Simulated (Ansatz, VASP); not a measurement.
**Two plane-wave programs on BeTe**

INCAR

```
PREC = Accurate ; ENCUT = 520
EDIFF = 1E-8 ; ISMEAR = -1
SIGMA = 0.05 ; LREAL = False
LASPH = True ; NELM = 100
ALGO = Normal ; ISIF = 2
LWAVE = False ; LCHARG = False
GGA = PE ; LEFG = True
NBANDS = 11
```

File KPOINTS:

```
Automatic mesh
0
Gamma
  13 13 13
```

POSCAR

```
BeTe
1.0
    0.0000000000      2.6800592576      2.6800592576
    2.6800592576      0.0000000000      2.6800592576
    2.6800592576      2.6800592576      0.0000000000
Be Te
1 1
Direct
    0.0000000000      0.0000000000      0.0000000000
    0.5000000000      0.5000000000      0.5000000000
```

Input for Ansatz:

```yaml
crystal:
  lattice:
    - [0.0, 2.6800592576, 2.6800592576]
    - [2.6800592576, 0.0, 2.6800592576]
    - [2.6800592576, 2.6800592576, 0.0]
  atoms:
    - { symbol: Be, position: [0.0, 0.0, 0.0] }
    - { symbol: Te, position: [0.5, 0.5, 0.5] }
kpoints:
  mp_grid: { grid: [13, 13, 13] }
  band_path:
    path:
      - [0.0, 0.0, 0.0]
      - [0.5, 0.0, 0.5]
      - [0.625, 0.25, 0.625]
      - [0.375, 0.375, 0.75]
      - [0.0, 0.0, 0.0]
      - [0.5, 0.5, 0.5]
      - [0.5, 0.25, 0.75]
      - [0.5, 0.0, 0.5]
    npoints: 8
scf:
  occupations: { method: fermi_dirac, width: 0.05 }
hamiltonian:
  xc: pbe
  pseudopotentials: { kind: paw }
output:
  forces: true
  stress: true
  eigenvalues: true
  efg: { contact_densities: true }
  populations: true
  bader: true
  dos: { projected: true, de: 0.2, e_range: [-14, 8] }
  write_density: true
  write_potential: true
  elf: true
  volumetric_format: npy
```

Alike in both runs: task electric field gradients; functional PBE; k mesh 13 × 13 × 13; occupations fermi-dirac, width 0.05 eV; no spin polarisation.

|  | VASP | Ansatz |
| --- | --- | --- |
| version | VASP 6.6.1 | Ansatz 0.2.0 |
| potentials or method | VASP PAW PBE potentials, release 64 (Be, Te) | PAW with Ansatz's default frozen-core files, scalar-relativistic |
| plane-wave cutoff (eV) | 520 | 420 |
| valence electrons in the cell | 8 | 18 |

Ansatz gave:

```
pressure (GPa) : 0.0
```

Task: What did VASP give for the same quantities?

Result: Pressure (GPa): 0.1.

VASP's potentials hold 8 valence electrons a cell and Ansatz's 18, so a difference there can come from the potentials and not from the codes.

Spin-orbit coupling is off throughout.
